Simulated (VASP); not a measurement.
# Ag in VASP: single point with PBE

Aim: the single point of Ag with PBE.

Everything below comes from runs of VASP 6.6.1. Logs are shortened: lines on timing, memory, paths and dates and some standing lists are left out, and cuts for length are marked.

### Step 1. The cell of the first run

The cell holds a slab with vacuum, 5 atoms: a = 2.946 Å, b = 2.946 Å, c = 26.605 Å, α = 90.00°, β = 90.00°, γ = 120.00°.

### Step 2. Single point, PBE

INCAR reads:

```
ALGO = Normal
DIPOL = 0.5 0.5 0.499
EDIFF = 1E-7
ENCUT = 520
GGA = PE
IDIPOL = 3
ISIF = 2
ISMEAR = 0
LASPH = True
LCHARG = True
LDIPOL = True
LELF = True
LREAL = False
LVACPOTAV = True
LVHAR = True
LWAVE = False
NBANDS = 36
NELM = 100
PREC = Accurate
SIGMA = 0.1
```

KPOINTS reads:

```
k-points
0
Gamma
  12 12 1
```

POSCAR reads:

```
Ag
1.0
    2.9460943290     -0.0000000029      0.0000000000
   -1.4730471620      2.5513925323      0.0000000000
    0.0000000000      0.0000000000     26.6049293146
Ag
5
Direct
    0.0000000000      0.0000000000      0.3194896667
    0.6666666667      0.3333333333      0.4097090210
    0.3333333333      0.6666666667      0.4986790778
    0.6666666667      0.3333333333      0.5878043701
    0.3333333333      0.6666666667      0.6779547611
```

Potentials or basis: VASP PAW PBE potentials, release 64 (Ag).

Launch:

```bash
$ cat potpaw_PBE.64/Ag/POTCAR > POTCAR
$ mpirun -np 1 vasp_std > vasp.out
```

OUTCAR:

```text
EDIFF = 1E-7
   ENCUT = 520
   GGA = PE
   ISIF = 2
   ISMEAR = 0
   LASPH = True
   LREAL = False
   NELM = 100
   PREC = Accurate

 ion  position               nearest neighbor table
   1  0.000  0.000  0.319-   2 2.94   2 2.94   2 2.94
   2  0.667  0.333  0.410-   3 2.91   3 2.91   3 2.91   1 2.94   1 2.94   1 2.94
   3  0.333  0.667  0.499-   2 2.91   2 2.91   2 2.91   4 2.92   4 2.92   4 2.92
   4  0.667  0.333  0.588-   3 2.92   3 2.92   3 2.92   5 2.94   5 2.94   5 2.94
   5  0.333  0.667  0.678-   4 2.94   4 2.94   4 2.94

  LATTYP: Found a hexagonal cell.
 ALAT       =     2.9460943290
 C/A-ratio  =     9.0305761946

  Lattice vectors:

 A1 = (   2.9460943290,  -0.0000000029,   0.0000000000)
 A2 = (  -1.4730471620,   2.5513925323,   0.0000000000)
 A3 = (   0.0000000000,   0.0000000000,  26.6049293146)

Analysis of symmetry for initial positions (statically):
=====================================================================
 Subroutine PRICEL returns:
 Original cell was already a primitive cell.

 Routine SETGRP: Setting up the symmetry group for a
 hexagonal supercell.

 Subroutine GETGRP returns: Found  6 space group operations
 (whereof  6 operations were pure point group operations)
 out of a pool of 24 trial point group operations.

The static configuration has the point symmetry C_3v.

Analysis of symmetry for dynamics (positions and initial velocities):
=====================================================================
 Subroutine PRICEL returns:
 Original cell was already a primitive cell.

 Routine SETGRP: Setting up the symmetry group for a
 hexagonal supercell.

 Subroutine GETGRP returns: Found  6 space group operations
 (whereof  6 operations were pure point group operations)
 out of a pool of 24 trial point group operations.

The dynamic configuration has the point symmetry C_3v.

 Subroutine INISYM returns: Found  6 space group operations
 (whereof  6 operations are pure point group operations),
 and found     1 'primitive' translations

----------------------------------------------------------------------------------------

                                     Primitive cell

  volume of cell :     199.9798

  direct lattice vectors                    reciprocal lattice vectors
[... 89 lines left out ...]
   EDIFFG = 0.1E-05   stopping-criterion for IOM
   NSW    =      0    number of steps for IOM
   IBRION =     -1    ionic relax: 0-MD 1-quasi-New 2-CG
   NFREE  =      0    steps in history (QN), initial steepest desc. (CG)
   ISIF   =      2    stress and relaxation
   ISYM   =      2    0-nonsym 1-usesym 2-fastsym
   POTIM  = 0.5000    time-step for ionic-motion
   TEBEG  =    0.0;   TEEND  =   0.0 temperature during run
   PSTRESS=    0.0 pullay stress
   NELECT =      55.0000    total number of electrons
   NUPDOWN=      -1.0000    fix difference up-down
   EMIN   =  10.00;   EMAX   =-10.00  energy-range for DOS
   EFERMI =   0.00;   METHOD = LEGACY
   ISMEAR =     0;   SIGMA  =   0.10  broadening in eV -4-tet -1-fermi 0-gaus
   EFERMI_NEDOS =   21; number of points for ismear=-14 and -15
   IALGO  =     38    algorithm
   IMIX   =      4    mixing-type and parameters
     AMIX     =   0.40;   BMIX     =  1.00
     AMIX_MAG =   1.60;   BMIX_MAG =  1.00
  volume/ion in A,a.u.               =      40.00       269.91
  Fermi-wavevector in a.u.,A,eV,Ry     =   1.064634  2.011867 15.421467  1.133446
  Thomas-Fermi vector in A             =   2.200159
   LORBIT       =      0    0 simple, 1 ext, 2 COOP (PROOUT), +10 PAW based schemes
   GGA     = PE    functional components
   LHFCALC =     F    Hartree Fock is set to
   AEXX    =    0.0000 exact exchange contribution
   IVDW    =     0    specifies the selected vdW correction
   LEPSILON=     F    determine dielectric tensor
   LRPA    =     F    only Hartree local field effects (RPA)
 non-spin polarized calculation
 Gauss-broadening in eV      SIGMA  =   0.10
  energy-cutoff  :      520.00
  volume of cell :      199.98
 maximum number of plane-waves:      5499
 NGX is ok and might be reduce to    24
   NGX = 11   NGY = 11   NGZ = 99

 dipolmoment           0.000000      0.000000      0.000095 electrons x Angstroem

 number of electron      55.0000013 magnetization

 dipolmoment           0.000000      0.000000     -0.000107 electrons x Angstroem

 Free energy of the ion-electron system (eV)
  ---------------------------------------------------
  ext. energy  EPLUGINS =         0.00000000
  ---------------------------------------------------
  free energy    TOTEN  =       -12.86457143 eV

  energy without entropy =      -12.85579026  energy(sigma->0) =      -12.86018084

 E-fermi :   1.0527     XC(G=0):  -5.9568

 val. band max:        0.9816333990   @ k =   0.2500   0.0833   0.0000
 cond. band min:       1.1095110255   @ k =   0.2500   0.2500   0.0000
 fundamental gap:      0.1278776265
 Fermi energy:         1.0527351151

 k-point     1 :       0.0000    0.0000    0.0000
  band No.  band energies     occupation
      1      -6.0957      2.00000
      2      -5.4540      2.00000
      3      -4.9626      2.00000
      4      -4.7907      2.00000
      5      -4.7820      2.00000
      6      -3.5536      2.00000
[... 730 lines left out ...]
     35       7.0616      0.00000
     36       7.4458      0.00000

------------------------ aborting loop because EDIFF is reached ----------------------------------------

  FORCE on cell =-STRESS in cart. coord.  units (eV):
  Direction    XX          YY          ZZ          XY          YZ          ZX
  --------------------------------------------------------------------------------------
  -------------------------------------------------------------------------------------
  Total       -1.2668191     -1.2668191     -0.1280228      0.0000000      0.0000000     -0.0000000
  in kB      -10.1493712    -10.1493712     -1.0256801      0.0000000      0.0000000     -0.0000000
  external PRESSURE =      -7.1081409 kB  Pullay stress =       0.0000000 kB

 VOLUME and BASIS-vectors are now :
 -----------------------------------------------------------------------------
  energy-cutoff  :      520.00
  volume of cell :      199.98
      direct lattice vectors                 reciprocal lattice vectors
     2.946094329 -0.000000003  0.000000000     0.339432445  0.195971413  0.000000000
    -1.473047162  2.551392532  0.000000000     0.000000000  0.391942826  0.000000000
     0.000000000  0.000000000 26.604929315     0.000000000  0.000000000  0.037587020

 POSITION                                       TOTAL-FORCE (eV/Angst)
 -----------------------------------------------------------------------------------
      0.00000      0.00000      8.50000         0.000000     -0.000000      0.023047
      1.47305      0.85046     10.90028        -0.000000      0.000000     -0.019615
      0.00000      1.70093     13.26732        -0.000000     -0.000000     -0.000432
      1.47305      0.85046     15.63849         0.000000      0.000000      0.001670
      0.00000      1.70093     18.03694         0.000000     -0.000000     -0.004670
 -----------------------------------------------------------------------------------
    total drift:                                0.000000     -0.000000      0.000004

  FREE ENERGIE OF THE ION-ELECTRON SYSTEM (eV)
  ---------------------------------------------------
  free  energy   TOTEN  =       -12.8645714340 eV

  energy  without entropy=      -12.8557902556  energy(sigma->0) =      -12.86018084

 vacuum level on the upper side and lower side of the slab         5.488         5.491
```

It took 2.7 min on 1 thread of Intel Xeon 6975P-C (Granite Rapids), shared host; peak memory 0.36 GiB.

Results:

```yaml
Free_energy: -12.8646 eV
Largest_force: 0.023 eV/Å
```

Forces on the atoms (eV/Å):
```
Ag   0.000  0.000  0.023
Ag   0.000  0.000 -0.020
Ag   0.000  0.000  0.000
Ag   0.000  0.000  0.002
Ag   0.000  0.000 -0.005
```
